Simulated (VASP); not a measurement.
# KMgF3 (cubic perovskite) (Pm-3m) in VASP: elastic constants with PBE

Aim: the elastic constants of KMgF3 (cubic perovskite) with PBE.

Everything below comes from runs of VASP 6.6.1. Logs are shortened: lines on timing, memory, paths and dates and some standing lists are left out, and cuts for length are marked.

## Step 1: The cell of the first run

It takes space group Pm-3m (No. 221, cubic). The conventional cell has a = 4.054 Å, b = 4.054 Å, c = 4.054 Å, α = 90.00°, β = 90.00°, γ = 90.00°. K (site symmetry m-3m) has 12 F at 2.87 Å and 8 Mg at 3.51 Å within 3.8 Å. Mg (site symmetry m-3m) has 6 F at 2.03 Å within 2.7 Å. Within 2.7 Å of F (site symmetry 4/mmm) lie 2 Mg at 2.03 Å.

## Step 2: Elastic constants, PBE

INCAR reads:

```
PREC = Accurate
ENCUT = 600
EDIFF = 1E-8
ISMEAR = 0
SIGMA = 0.01
LREAL = F
LASPH = T
NELM = 100
ALGO = Normal
ISIF = 3
LWAVE = F
LCHARG = F
GGA = PE
IBRION = 6
NFREE = 2
POTIM = 0.015
NSW = 1
```

KPOINTS reads:

```
Automatic mesh
0
Gamma
  6 6 6
```

POSCAR reads:

```
KMgF3
1.0
    4.0543038463      0.0000000000      0.0000000000
    0.0000000000      4.0543038463      0.0000000000
    0.0000000000      0.0000000000      4.0543038463
K Mg F
1 1 3
Direct
    0.5000000000      0.5000000000      0.5000000000
    0.0000000000      0.0000000000      0.0000000000
    0.5000000000      0.0000000000      0.0000000000
    0.0000000000      0.5000000000      0.0000000000
    0.0000000000      0.0000000000      0.5000000000
```

Potentials or basis: VASP PAW PBE potentials, release 64 (K_sv, Mg, F).

Started as:

```console
$ cat potpaw_PBE.64/K_sv/POTCAR potpaw_PBE.64/Mg/POTCAR potpaw_PBE.64/F/POTCAR > POTCAR
$ mpirun -np 1 vasp_std > vasp.out
```

OUTCAR:

```text
PREC = Accurate
   ENCUT = 600
   EDIFF = 1E-8
   ISMEAR = 0
   LREAL = F
   LASPH = T
   NELM = 100
   ISIF = 3
   GGA = PE
   IBRION = 6
   NFREE = 2
   POTIM = 0.015
   NSW = 1

 ion  position               nearest neighbor table
   1  0.500  0.500  0.500-   2 3.51   2 3.51   2 3.51   2 3.51   2 3.51   2 3.51   2 3.51   2 3.51

   2  0.000  0.000  0.000-   3 2.03   4 2.03   5 2.03   5 2.03   4 2.03   3 2.03   1 3.51   1 3.51
                             1 3.51   1 3.51   1 3.51   1 3.51   1 3.51   1 3.51
   3  0.500  0.000  0.000-   2 2.03   2 2.03
   4  0.000  0.500  0.000-   2 2.03   2 2.03
   5  0.000  0.000  0.500-   2 2.03   2 2.03

  LATTYP: Found a simple cubic cell.
 ALAT       =     4.0543038463

  Lattice vectors:

 A1 = (   4.0543038463,   0.0000000000,   0.0000000000)
 A2 = (   0.0000000000,   4.0543038463,   0.0000000000)
 A3 = (   0.0000000000,   0.0000000000,   4.0543038463)

Analysis of symmetry for initial positions (statically):
=====================================================================
 Subroutine PRICEL returns:
 Original cell was already a primitive cell.

 Routine SETGRP: Setting up the symmetry group for a
 simple cubic supercell.

 Subroutine GETGRP returns: Found 48 space group operations
 (whereof 48 operations were pure point group operations)
 out of a pool of 48 trial point group operations.

The static configuration has the point symmetry O_h .

Analysis of symmetry for dynamics (positions and initial velocities):
=====================================================================
 Subroutine PRICEL returns:
 Original cell was already a primitive cell.

 Routine SETGRP: Setting up the symmetry group for a
 simple cubic supercell.

 Subroutine GETGRP returns: Found 48 space group operations
 (whereof 48 operations were pure point group operations)
 out of a pool of 48 trial point group operations.

The dynamic configuration has the point symmetry O_h .

 Subroutine INISYM returns: Found 48 space group operations
 (whereof 48 operations are pure point group operations),
 and found     1 'primitive' translations

----------------------------------------------------------------------------------------

                                     Primitive cell

  volume of cell :      66.6421

  direct lattice vectors                    reciprocal lattice vectors
     4.054303846  0.000000000  0.000000000     0.246651469  0.000000000  0.000000000
     0.000000000  4.054303846  0.000000000     0.000000000  0.246651469  0.000000000
     0.000000000  0.000000000  4.054303846     0.000000000  0.000000000  0.246651469

  length of vectors
     4.054303846  4.054303846  4.054303846     0.246651469  0.246651469  0.246651469

  position of ions in fractional coordinates (direct lattice)
     0.500000000  0.500000000  0.500000000
     0.000000000  0.000000000  0.000000000
     0.500000000  0.000000000  0.000000000
     0.000000000  0.500000000  0.000000000
     0.000000000  0.000000000  0.500000000

  ion indices of the primitive-cell ions
   primitive index   ion index
                 1           1
                 2           2
                 3           3
                 4           4
                 5           5

----------------------------------------------------------------------------------------

 KPOINTS: Automatic mesh

Automatic generation of k-mesh.
 Grid dimensions read from file:
 generate k-points for:    6    6    6

 Generating k-lattice:

  Cartesian coordinates                     Fractional coordinates (reciprocal lattice)
     0.041108578  0.000000000  0.000000000     0.166666667  0.000000000  0.000000000
     0.000000000  0.041108578  0.000000000     0.000000000  0.166666667  0.000000000
     0.000000000  0.000000000  0.041108578     0.000000000  0.000000000  0.166666667

  Length of vectors
     0.041108578  0.041108578  0.041108578

  Shift w.r.t. Gamma in fractional coordinates (k-lattice)
     0.000000000  0.000000000  0.000000000

 Subroutine IBZKPT returns following result:
 ===========================================

 Found     20 irreducible k-points:

[... 55 lines left out ...]
   ISMEAR =     0;   SIGMA  =   0.01  broadening in eV -4-tet -1-fermi 0-gaus
   EFERMI_NEDOS =   21; number of points for ismear=-14 and -15
   IALGO  =     38    algorithm
   IMIX   =      4    mixing-type and parameters
     AMIX     =   0.40;   BMIX     =  1.00
     AMIX_MAG =   1.60;   BMIX_MAG =  1.00
  volume/ion in A,a.u.               =      13.33        89.94
  Fermi-wavevector in a.u.,A,eV,Ry     =   1.281962  2.422557 22.360181  1.643427
  Thomas-Fermi vector in A             =   2.414301
   LORBIT       =      0    0 simple, 1 ext, 2 COOP (PROOUT), +10 PAW based schemes
   GGA     = PE    functional components
   LHFCALC =     F    Hartree Fock is set to
   AEXX    =    0.0000 exact exchange contribution
   IVDW    =     0    specifies the selected vdW correction
   LEPSILON=     F    determine dielectric tensor
   LRPA    =     F    only Hartree local field effects (RPA)
 finite differences with symmetry
 non-spin polarized calculation
 Gauss-broadening in eV      SIGMA  =   0.01
  energy-cutoff  :      600.00
  volume of cell :       66.64
 maximum number of plane-waves:      2272
   NGX = 17   NGY = 17   NGZ = 17

--------------------------------------- Ionic step        1  -------------------------------------------

 number of electron      32.0000043 magnetization

 Free energy of the ion-electron system (eV)
  ---------------------------------------------------
  ext. energy  EPLUGINS =         0.00000000
  ---------------------------------------------------
  free energy    TOTEN  =       -24.45717510 eV

  energy without entropy =      -24.45717510  energy(sigma->0) =      -24.45717510

------------------------ aborting loop because EDIFF is reached ----------------------------------------

  FORCE on cell =-STRESS in cart. coord.  units (eV):
  Direction    XX          YY          ZZ          XY          YZ          ZX
  --------------------------------------------------------------------------------------
  -------------------------------------------------------------------------------------
  Total       -0.2233336     -0.2233336     -0.2233336      0.0000000     -0.0000000     -0.0000000
  in kB       -5.3692759     -5.3692759     -5.3692759      0.0000000     -0.0000000     -0.0000000
  external PRESSURE =      -5.3692759 kB  Pullay stress =       0.0000000 kB
[... 98 lines left out ...]
  FREE ENERGIE OF THE ION-ELECTRON SYSTEM (eV)
  ---------------------------------------------------
  free  energy   TOTEN  =       -24.4546185284 eV

  energy  without entropy=      -24.4546185284  energy(sigma->0) =      -24.45461853

[... ionic steps 4 to 18 ...]

--------------------------------------- Ionic step       19  -------------------------------------------

 number of electron      32.0000040 magnetization

------------------------ aborting loop because EDIFF is reached ----------------------------------------
[... 73 lines left out ...]
--------------------------------------- Ionic step       21  -------------------------------------------

 number of electron      32.0000040 magnetization

 Free energy of the ion-electron system (eV)
  ---------------------------------------------------
  ext. energy  EPLUGINS =         0.00000000
  ---------------------------------------------------
  free energy    TOTEN  =       -24.45685942 eV

  energy without entropy =      -24.45685942  energy(sigma->0) =      -24.45685942

 E-fermi :  -1.7139     XC(G=0):  -9.4332

 val. band max:       -1.8536870034   @ k =   0.5000   0.5000   0.5000
 cond. band min:       5.0765854414   @ k =   0.0000   0.0000   0.0000
 fundamental gap:      6.9302724448
 Fermi energy:        -1.7139366944

 k-point     1 :       0.0000    0.0000    0.0000
  band No.  band energies     occupation
      1     -27.6117      2.00000
      2     -21.8415      2.00000
      3     -21.2527      2.00000
      4     -21.2525      2.00000
      5     -11.0973      2.00000
      6     -11.0973      2.00000
[... 541 lines left out ...]
     19       8.8720      0.00000
     20      10.6010      0.00000

 [... further k-points ...]
[... 5 lines left out ...]
  --------------------------------------------------------------------------------------
  -------------------------------------------------------------------------------------
  Total       -0.2229533     -0.2226538     -0.2225089      0.0000000      0.0000000      0.0000000
  in kB       -5.3601325     -5.3529341     -5.3494484      0.0000000      0.0000000      0.0000000
  external PRESSURE =      -5.3541716 kB  Pullay stress =       0.0000000 kB
[... 20 lines left out ...]
  FREE ENERGIE OF THE ION-ELECTRON SYSTEM (eV)
  ---------------------------------------------------
  free  energy   TOTEN  =       -24.4568594225 eV

  energy  without entropy=      -24.4568594225  energy(sigma->0) =      -24.45685942

 INTERNAL STRAIN TENSORS FROM STRAINED CELLS
 ============================================

 INTERNAL STRAIN TENSOR FOR ION    1 for displacements in x,y,z  (eV/Angst):
          X           Y           Z          XY          YZ          ZX
  --------------------------------------------------------------------------------
  x     0.00000     0.00000     0.00000     0.00000     0.00000    -0.00000
  y     0.00000     0.00000     0.00000     0.00000     0.00000     0.00000
  z     0.00000     0.00000     0.00000     0.00000     0.00000     0.00000

 INTERNAL STRAIN TENSORS FROM DISPLACED ATOMS
 ============================================

 INTERNAL STRAIN TENSOR FOR ION    1 for displacements in x,y,z  (eV/Angst):
          X           Y           Z          XY          YZ          ZX
  --------------------------------------------------------------------------------
  x     0.00000     0.00000     0.00000     0.00000     0.00000     0.00000
  y     0.00000     0.00000     0.00000     0.00000     0.00000     0.00000
  z     0.00000     0.00000     0.00000     0.00000     0.00000     0.00000

 INTERNAL STRAIN TENSOR FOR ION    5 for displacements in x,y,z  (eV/Angst):
          X           Y           Z          XY          YZ          ZX
  --------------------------------------------------------------------------------
  x     0.00000     0.00000     0.00000     0.00000     0.00000     0.00000
  y     0.00000     0.00000     0.00000     0.00000     0.00000     0.00000
  z     0.00000     0.00000     0.00000     0.00000     0.00000     0.00000

 Eigenvectors and eigenvalues of the dynamical matrix
 ----------------------------------------------------

   1 f  =   12.702781 THz    79.813924 2PiTHz  423.719150 cm-1    52.534455 meV
             X         Y         Z           dx          dy          dz
      2.027152  2.027152  2.027152    -0.014184   -0.007294   -0.000000
      0.000000  0.000000  0.000000     0.458502    0.235794    0.000000
      2.027152  0.000000  0.000000    -0.742169    0.062566   -0.000000
      0.000000  2.027152  0.000000     0.121661   -0.381675    0.000000
      0.000000  0.000000  2.027152     0.121661    0.062566    0.000000
[... 105 lines left out ...]
  15 f/i=    0.019168 THz     0.120436 2PiTHz    0.639376 cm-1     0.079272 meV
             X         Y         Z           dx          dy          dz
      2.027152  2.027152  2.027152     0.470134    0.324522   -0.046611
      0.000000  0.000000  0.000000     0.368324    0.254246   -0.036517
      2.027152  0.000000  0.000000     0.324933    0.223961   -0.032168
      0.000000  2.027152  0.000000     0.324451    0.224293   -0.032168
      0.000000  0.000000  2.027152     0.324451    0.223961   -0.032215

--------------------------------------------------------------------------------------------------------

 ELASTIC MODULI CONTR FROM IONIC RELAXATION (kBar)
 Direction    XX          YY          ZZ          XY          YZ          ZX
 --------------------------------------------------------------------------------
 XX           0.0000      0.0000      0.0000      0.0000      0.0000      0.0000
 YY           0.0000      0.0000      0.0000      0.0000      0.0000      0.0000
 ZZ           0.0000      0.0000      0.0000      0.0000      0.0000      0.0000
 XY           0.0000      0.0000      0.0000      0.0000      0.0000      0.0000
 YZ           0.0000      0.0000      0.0000      0.0000      0.0000      0.0000
 ZX           0.0000      0.0000      0.0000      0.0000      0.0000      0.0000
 --------------------------------------------------------------------------------

 TOTAL ELASTIC MODULI (kBar)
 Direction    XX          YY          ZZ          XY          YZ          ZX
 --------------------------------------------------------------------------------
 XX        1201.5887    381.0423    381.0423      0.0000      0.0000      0.0000
 YY         381.0423   1201.5887    381.0423      0.0000      0.0000      0.0000
 ZZ         381.0423    381.0423   1201.5887      0.0000     -0.0000     -0.0000
 XY           0.0000      0.0000      0.0000    439.6052      0.0000      0.0000
 YZ           0.0000      0.0000     -0.0000      0.0000    439.6052      0.0000
 ZX           0.0000      0.0000     -0.0000      0.0000      0.0000    439.6052
 --------------------------------------------------------------------------------
```

Wall time 11 min (1 thread of Intel Xeon Platinum 8488C (Sapphire Rapids), shared host); peak memory 0.39 GiB.

Results:

```yaml
Elastic_constants_C11_C12_C44: 120, 38, 44 GPa
Voigt_bulk_modulus: 65 GPa
Highest_phonon_frequency_at_Γ_LO-TO_splitting_left_out: 424 cm⁻¹
```

Phonon frequencies in cm⁻¹ (negative: imaginary):
| q point | frequencies |
| --- | --- |
| (0.000, 0.000, 0.000) | -1 -1 -1 142 142 142 185 185 185 284 284 284 424 424 424 |

Elastic tensor in Voigt notation (GPa, in the Cartesian axes of the cell as first typed):
```
120  38  38   0   0   0
 38 120  38   0   0   0
 38  38 120   0   0   0
  0   0   0  44   0   0
  0   0   0   0  44   0
  0   0   0   0   0  44
```

Clamped-ion elastic tensor (GPa):
```
120  38  38   0   0   0
 38 120  38   0   0   0
 38  38 120   0   0   0
  0   0   0  44   0   0
  0   0   0   0  44   0
  0   0   0   0   0  44
```
